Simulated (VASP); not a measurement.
Write the native input for VASP 6.6.1 that does the following.

- Task: single point
- Functional: PBE
- Dispersion: D3(BJ)
- Potentials or basis: VASP PAW PBE potentials, release 64 (Y_sv)
- Cutoff: 520 eV
- k mesh: 13 × 13 × 13
- Occupations: fermi-dirac, width 0.05 eV
- Spin: no spin polarisation
- Dipole correction: no
- Further INCAR settings: ALGO = Normal; EDIFF = 1e-06; NBANDS = 12

The structure of Y lies in POSCAR:

```
Y
1.0
    0.0000000000      2.4975189710      2.4601500000
    2.4975189710      0.0000000000      2.4601500000
    2.4975189710      2.4975189710      0.0000000000
Y
1
Direct
    0.0000000000      0.0000000000      0.0000000000
```

These files were run (other wordings do the same):

INCAR

```
PREC = Accurate ; ENCUT = 520
EDIFF = 1E-6 ; ISMEAR = -1
SIGMA = 0.05 ; LREAL = F
LASPH = T ; NELM = 100
ALGO = Normal ; ISIF = 2
LWAVE = F ; LCHARG = T
GGA = PE ; IVDW = 12
LELF = T ; LVHAR = T
NBANDS = 12
```

KPOINTS

```
Automatic mesh
0
Gamma
  13 13 13
```

Potentials or basis: VASP PAW PBE potentials, release 64 (Y_sv).

Run with:

```console
$ cat potpaw_PBE.64/Y_sv/POTCAR > POTCAR
$ mpirun -np 1 vasp_std > vasp.out
```

Results of the run:

```yaml
Pressure: 0.3 GPa
Band_gap_on_the_k_mesh: zero (an odd number of electrons rules out a gap without spin polarisation)
Dispersion_energy_per_atom: -0.359 eV
```

Run time: 50 s on 1 thread of AMD EPYC 7R13 Processor (Zen 3), on a shared host, peak memory 0.21 GiB.
